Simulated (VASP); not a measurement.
A run of VASP 6.6.1 is set up as follows.

The input INCAR:

```
  PREC = Accurate
  ENCUT = 520
  EDIFF = 1E-7
  ISMEAR = -1
  SIGMA = 0.05
  LREAL = False
  LASPH = True
  NELM = 100
  ALGO = Normal
  ISIF = 2
  LWAVE = False
  LCHARG = False
  GGA = PE
  NBANDS = 10
```

The input KPOINTS:

```
regular mesh
0
Gamma
  9 9 9
```

Contents of POSCAR:

```
Os
1.0
    2.5564757175      0.0000000000      0.0000000000
    0.0000000000      2.5564757175      0.0000000000
    0.0000000000      0.0000000000      2.5564757175
Os
1
Direct
    0.0000000000      0.0000000000      0.0000000000
```

Potentials or basis: VASP PAW PBE potentials, release 64 (Os).

Command:

```console
$ cat potpaw_PBE.64/Os/POTCAR > POTCAR
$ mpirun -np 1 vasp_std > vasp.out
```

(1) What does it give for the pressure?

(2) What does it give for the band gap on the k mesh?

## Answers

(1) -0.4 GPa.

(2) zero (band 4 reaches 11.21 eV, above the bottom of band 5 at 6.27 eV).

Caveat: spin-orbit coupling is left out, which moves the levels of the heavy elements.
